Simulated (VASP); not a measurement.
# MgO (Fm-3m) in VASP: settings compared, part 2 of 2

VASP 6.6.1. The steps go on from the part before.

## (3) Vibrations by perturbation theory, PBEsol

INCAR

```
  PREC = Accurate
  ENCUT = 520
  EDIFF = 1E-8
  ISMEAR = -1
  SIGMA = 0.05
  LREAL = False
  LASPH = True
  NELM = 100
  ALGO = Normal
  ISIF = 2
  LWAVE = False
  LCHARG = False
  GGA = PS
  IBRION = 8
  NSW = 1
```

KPOINTS

```
regular mesh
0
Gamma
  8 8 8
```

POSCAR

```
MgO
1.0
    0.0000000000      2.0970013927      2.0970013927
    2.0970013927      0.0000000000      2.0970013927
    2.0970013927      2.0970013927      0.0000000000
Mg O
1 1
Direct
    0.0000000000      0.0000000000      0.0000000000
    0.5000000000      0.5000000000      0.5000000000
```

Potentials or basis: VASP PAW PBE potentials, release 64 (Mg, O).

Run with:

```sh
cat potpaw_PBE.64/Mg/POTCAR potpaw_PBE.64/O/POTCAR > POTCAR
mpirun -np 1 vasp_std > vasp.out
```

OUTCAR:

```text
PREC = Accurate
   ENCUT = 520
   EDIFF = 1E-8
   ISMEAR = -1
   LREAL = False
   LASPH = True
   NELM = 100
   ISIF = 2
   GGA = PS
   IBRION = 8
   NSW = 1

 ion  position               nearest neighbor table
   1  0.000  0.000  0.000-   2 2.10   2 2.10   2 2.10   2 2.10   2 2.10   2 2.10
   2  0.500  0.500  0.500-   1 2.10   1 2.10   1 2.10   1 2.10   1 2.10   1 2.10

  LATTYP: Found a face centered cubic cell.
 ALAT       =     4.1940027854

  Lattice vectors:

 A1 = (   0.0000000000,   2.0970013927,   2.0970013927)
 A2 = (   2.0970013927,   0.0000000000,   2.0970013927)
 A3 = (   2.0970013927,   2.0970013927,   0.0000000000)

Analysis of symmetry for initial positions (statically):
=====================================================================
 Subroutine PRICEL returns:
 Original cell was already a primitive cell.

 Routine SETGRP: Setting up the symmetry group for a
 face centered cubic supercell.

 Subroutine GETGRP returns: Found 48 space group operations
 (whereof 48 operations were pure point group operations)
 out of a pool of 48 trial point group operations.

The static configuration has the point symmetry O_h .

Analysis of symmetry for dynamics (positions and initial velocities):
=====================================================================
 Subroutine PRICEL returns:
 Original cell was already a primitive cell.

 Routine SETGRP: Setting up the symmetry group for a
 face centered cubic supercell.

 Subroutine GETGRP returns: Found 48 space group operations
 (whereof 48 operations were pure point group operations)
[... 449 lines left out ...]
    total drift:                               -0.000000     -0.000000      0.000000

  FREE ENERGIE OF THE ION-ELECTRON SYSTEM (eV)
  ---------------------------------------------------
  free  energy   TOTEN  =       -12.5109893194 eV

  energy  without entropy=      -12.5109893193  energy(sigma->0) =      -12.51098932

[... ionic steps 2 to 3 ...]

--------------------------------------- Ionic step        4  -------------------------------------------

------------------------ aborting loop because EDIFF is reached ----------------------------------------

[... ionic steps 5 to 6 ...]

--------------------------------------- Ionic step        7  -------------------------------------------

 Free energy of the ion-electron system (eV)
  ---------------------------------------------------
  ---------------------------------------------------
  free energy    TOTEN  =        -0.35749904 eV

  energy without entropy =       -0.35749904

------------------------ aborting loop because EDIFF is reached ----------------------------------------

 INTERNAL STRAIN TENSOR  FOR ION    2  DIRECTION 1   (eV/Angst):
 -----------------------------------------------------------------------------
    -0.00547 -0.00000  0.00000
     0.00000  0.00707 -0.00000
    -0.00000 -0.00000  0.00707

 INTERNAL STRAIN TENSOR FOR ION    2 for displacements in x,y,z  (eV/Angst):
          X           Y           Z          XY          YZ          ZX
  --------------------------------------------------------------------------------
  x     0.00000     0.00000     0.00000     0.00000     0.00000     0.00000
  y     0.00000     0.00000     0.00000     0.00000     0.00000     0.00000
  z     0.00000     0.00000     0.00000     0.00000     0.00000     0.00000

 SECOND DERIVATIVES (NOT SYMMETRIZED)
 ------------------------------------
               1X          1Y          1Z          2X          2Y          2Z
  1X    -5.770467    0.000000    0.000000    5.770467    0.000000    0.000000
  1Y     0.000000   -5.770467    0.000000    0.000000    5.770467    0.000000
  1Z     0.000000    0.000000   -5.770467    0.000000    0.000000    5.770467
  2X     5.783999    0.000000    0.000000   -5.783999    0.000000    0.000000
  2Y     0.000000    5.783999    0.000000    0.000000   -5.783999    0.000000
  2Z     0.000000    0.000000    5.783999    0.000000    0.000000   -5.783999

 Eigenvectors and eigenvalues of the dynamical matrix
 ----------------------------------------------------

   1 f  =   12.098591 THz    76.017687 2PiTHz  403.565547 cm-1    50.035728 meV
             X         Y         Z           dx          dy          dz
      0.000000  0.000000  0.000000    -0.000000   -0.629613    0.000000
      2.097001  2.097001  2.097001     0.000000    0.776909    0.000000
[... 21 lines left out ...]
   6 f/i=    0.006931 THz     0.043547 2PiTHz    0.231183 cm-1     0.028663 meV
             X         Y         Z           dx          dy          dz
      0.000000  0.000000  0.000000     0.010315    0.776840    0.000000
      2.097001  2.097001  2.097001     0.008359    0.629558    0.000000

--------------------------------------------------------------------------------------------------------

 ELASTIC MODULI CONTR FROM IONIC RELAXATION (kBar)
 Direction    XX          YY          ZZ          XY          YZ          ZX
 --------------------------------------------------------------------------------
 XX           0.0000      0.0000      0.0000      0.0000      0.0000      0.0000
 YY           0.0000      0.0000      0.0000      0.0000      0.0000      0.0000
 ZZ           0.0000      0.0000      0.0000      0.0000      0.0000      0.0000
 XY           0.0000      0.0000      0.0000      0.0000      0.0000      0.0000
 YZ           0.0000      0.0000      0.0000      0.0000      0.0000      0.0000
 ZX           0.0000      0.0000      0.0000      0.0000      0.0000      0.0000
 --------------------------------------------------------------------------------
```

OSZICAR:

```text
N       E                     dE             d eps       ncg     rms          rms(c)
DAV:   1     0.160317965353E+02    0.16032E+02   -0.49297E+03   536   0.884E+02
DAV:   2    -0.134399585408E+02   -0.29472E+02   -0.29064E+02   576   0.151E+02
DAV:   3    -0.138991730706E+02   -0.45921E+00   -0.45921E+00   560   0.211E+01
[... 35 lines left out ...]
RMM:   6    -0.357507096279E+00   -0.51519E-07   -0.67454E-08  1556   0.275E-03    0.863E-04
RMM:   7    -0.357498680185E+00    0.84161E-05   -0.61323E-09  1582   0.955E-04    0.101E-04
RMM:   8    -0.357498984583E+00   -0.30440E-06   -0.17368E-10  1487   0.118E-04    0.194E-05
RMM:   9    -0.357499027913E+00   -0.43330E-07   -0.42269E-11  1630   0.469E-05    0.237E-06
RMM:  10    -0.357499041912E+00   -0.13999E-07   -0.13248E-11  1386   0.118E-05    0.654E-07
RMM:  11    -0.357499042917E+00   -0.10044E-08   -0.96944E-11   962   0.955E-06    0.457E-08
 Linear response finished
```

stdout:

```text
POSCAR found type information on POSCAR MgO
 POSCAR found :  2 types and       2 ions
 scaLAPACK will be used
 -----------------------------------------------------------------------------
|                                                                             |
|                                                                             |
|     You enforced a specific xc type in the INCAR file but a different       |
|     I HOPE YOU KNOW WHAT YOU ARE DOING!                                     |
|                                                                             |
 -----------------------------------------------------------------------------

 LDA part: xc-table for (Slater+PW92), standard interpolation
 POSCAR, INCAR and KPOINTS ok, starting setup
 FFT: planning ... GRIDC
 FFT: planning ... GRID_SOFT
 FFT: planning ... GRID
 WAVECAR not read
 entering main loop
 Linear response reoptimize wavefunctions to high precision
 Linear response DOF=           2
 Linear response progress:
 first order change of Fermi-energy   0.46076E-04
 force on displaced ion       1 direction 1 :  -5.770   0.000   0.000
 Linear response progress:
 first order change of Fermi-energy   0.10913E-02
 force on displaced ion       2 direction 1 :  -5.784   0.000   0.000
 Linear response finished
```

Run time: 28 s. Hardware: 1 thread of Intel Xeon 6975P-C, shared host; peak memory 0.17 GiB.

Results:

```
Highest phonon frequency at Γ, LO-TO splitting left out : 404 cm⁻¹
```

Phonon frequencies in cm⁻¹ (negative: imaginary):
```tsv
q point	frequencies
(0.000, 0.000, 0.000)	0 0 0 404 404 404
```

Caveat: the cell wasn't relaxed at this level first, which shifts response properties; the PAW data sets were made with another functional, which shifts forces and pressure a little.

## (4) Elastic constants, PBEsol

INCAR

```
SYSTEM = MgO
ALGO = Normal
EDIFF = 1E-8
ENCUT = 600
GGA = PS
IBRION = 6
ISIF = 3
ISMEAR = -1
LASPH = .True.
LCHARG = .True.
LREAL = .False.
LWAVE = .False.
NBANDS = 11
NELM = 60
NFREE = 2
NSW = 1
POTIM = 0.015
PREC = Accurate
SIGMA = 0.05
```

KPOINTS

```
k-points
0
Gamma
  8 8 8
  0 0 0
```

POSCAR is that of step 3.

Run with:

```sh
cat potpaw_PBE.64/Mg/POTCAR potpaw_PBE.64/O/POTCAR > POTCAR
mpirun -np 1 vasp_std > vasp.out
```

It took 75 s on 1 thread of Intel Xeon Platinum 8559C (Emerald Rapids), shared host; peak memory 0.2 GiB.

The run converged. Its results:

```yaml
Elastic_constants_C11_C12_C44: 314, 92, 148 GPa
Voigt_bulk_modulus: 166 GPa
Highest_phonon_frequency_at_Γ_LO-TO_splitting_left_out: 404 cm⁻¹
```

Phonon frequencies in cm⁻¹ (negative: imaginary):
```tsv
q point	frequencies
(0.000, 0.000, 0.000)	0 0 0 404 404 404
```

Elastic tensor in Voigt notation (GPa, in the Cartesian axes of the cell as first typed):
```
314  92  92   0   0   0
 92 314  92   0   0   0
 92  92 314   0   0   0
  0   0   0 148   0   0
  0   0   0   0 148   0
  0   0   0   0   0 148
```

Clamped-ion elastic tensor (GPa):
```
314  92  92   0   0   0
 92 314  92   0   0   0
 92  92 314   0   0   0
  0   0   0 148   0   0
  0   0   0   0 148   0
  0   0   0   0   0 148
```

Caveat: the cell is under stress, which shifts elastic constants; the PAW data sets were made with another functional, which shifts forces and pressure a little.

## (5) Elastic constants, LDA

INCAR

```
ALGO = Normal ; EDIFF = 1E-8
ENCUT = 600 ; GGA = CA
IBRION = 6 ; ISIF = 3
ISMEAR = -1 ; LASPH = True
LCHARG = False ; LREAL = False
LWAVE = False ; NBANDS = 11
NELM = 80 ; NFREE = 2
NSW = 1 ; POTIM = 0.015
PREC = Accurate ; SIGMA = 0.05
```

KPOINTS

```
k-points
0
Gamma
  8 8 8
```

POSCAR is that of step 4.

Potentials or basis: VASP PAW LDA potentials, release 64 (Mg, O).

Run with:

```sh
cat potpaw_LDA.64/Mg/POTCAR potpaw_LDA.64/O/POTCAR > POTCAR
mpirun -np 1 vasp_std > vasp.out
```

Wall time 63 s (1 thread of Intel Xeon Platinum 8559C (Emerald Rapids), shared host); peak memory 0.19 GiB.

Results (log left out):

- Elastic constants C11, C12, C44: 293, 93, 151 GPa
- Voigt bulk modulus: 160 GPa
- Highest phonon frequency at Γ, LO-TO splitting left out: 391 cm⁻¹

Phonon frequencies in cm⁻¹ (negative: imaginary):
| q point | frequencies |
| --- | --- |
| (0.000, 0.000, 0.000) | 0 0 0 391 391 391 |

Elastic tensor in Voigt notation (GPa, in the Cartesian axes of the cell as first typed):
```
293  93  93   0   0   0
 93 293  93   0   0   0
 93  93 293   0   0   0
  0   0   0 151   0   0
  0   0   0   0 151   0
  0   0   0   0   0 151
```

Clamped-ion elastic tensor (GPa):
```
293  93  93   0   0   0
 93 293  93   0   0   0
 93  93 293   0   0   0
  0   0   0 151   0   0
  0   0   0   0 151   0
  0   0   0   0   0 151
```

Caveat: the cell is under stress, which shifts elastic constants.
